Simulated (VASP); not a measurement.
The system is Si.

```xyz
4
Lattice="-3.3458 3.3458 1.9305 3.3458 -3.3458 1.9305 3.3458 3.3458 -1.9305" Properties=species:S:1:pos:R:3 pbc="T T T"
Si    1.1952    1.1952    0.0000
Si    2.1506    2.1506    1.9305
Si    2.1506   -2.1506    1.9305
Si   -2.1506    2.1506    1.9305
```

```yaml
Program: VASP 6.6.1
Task: relaxation of cell and atoms
Functional: LDA
Potentials_or_basis: VASP PAW LDA potentials, release 64 (Si)
Cutoff: 600 eV
k_mesh: 10 × 10 × 10
Occupations: gaussian, width 0.01 eV
Spin: no spin polarisation
```

At the start: pressure -3.1 GPa; volume 21.61 Å³/atom.

Question: How do energy, volume and symmetry change on relaxing?

Answer: Over 9 steps the energy falls by 7.9 meV/atom and the volume is 20.81 Å³/atom (-3.7 %); space group I4/mmm (No. 139, to 0.05 Å).

Step by step:
```
step  energy change (eV)  largest force (eV/Å)  pressure (GPa)  volume (Å³)
   1              0.0000                0.0128           -3.07        86.44
   2             -0.0182                0.0791            2.19        81.37
   3             -0.0312                0.0422           -0.01        83.30
   4             -0.0312                0.0434            0.06        83.23
   5             -0.0313                0.0102            0.06        83.21
   6             -0.0313                0.0019            0.06        83.21
   7             -0.0314                0.0004           -0.04        83.30
   8             -0.0314                0.0003           -0.03        83.29
   9             -0.0314                0.0028            0.00        83.26
```

Final structure:
```
CELL_PARAMETERS angstrom
-3.30302 3.30302 1.90781
3.30302 -3.30302 1.90781
3.30302 3.30302 -1.90781
ATOMIC_POSITIONS crystal
Si 0.17879 0.17879 0.35758
Si 0.82121 0.82121 0.64242
Si 0.17879 0.82121 0.00000
Si 0.82121 0.17879 0.00000
```
